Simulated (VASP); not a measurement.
Input of a VASP 6.6.1 run:

Contents of INCAR:

```
PREC = Accurate
ENCUT = 520
EDIFF = 1E-6
ISMEAR = 0
SIGMA = 0.15
LREAL = F
LASPH = T
NELM = 60
ALGO = Normal
ISIF = 2
LWAVE = F
LCHARG = T
GGA = CA
LELF = T
LVHAR = T
NBANDS = 21
```

KPOINTS

```
regular mesh
0
Gamma
  14 14 14
```

The input POSCAR:

```
Ge
1.0
    0.0000000000      2.7721946000      2.8287700000
    2.8287700000      0.0000000000      2.8287700000
    2.8287700000      2.7721946000      0.0000000000
Ge
2
Direct
    0.5000000000      0.5000000000      0.5000000000
    0.7500000000      0.7500000000      0.7500000000
```

Potentials or basis: VASP PAW LDA potentials, release 64 (Ge_d).

Command:

```sh
$ cat potpaw_LDA.64/Ge_d/POTCAR > POTCAR
$ mpirun -np 1 vasp_std > vasp.out
```

(1) Predict the pressure.

(2) Predict the band gap on the k mesh.

Answers

(1) 0.3 GPa.

(2) 0.06 eV, direct.

Caveat: the cell differs from its parent crystal (strain -0.0200 x Voigt [0, 1, 0, 0, 0, 0]).
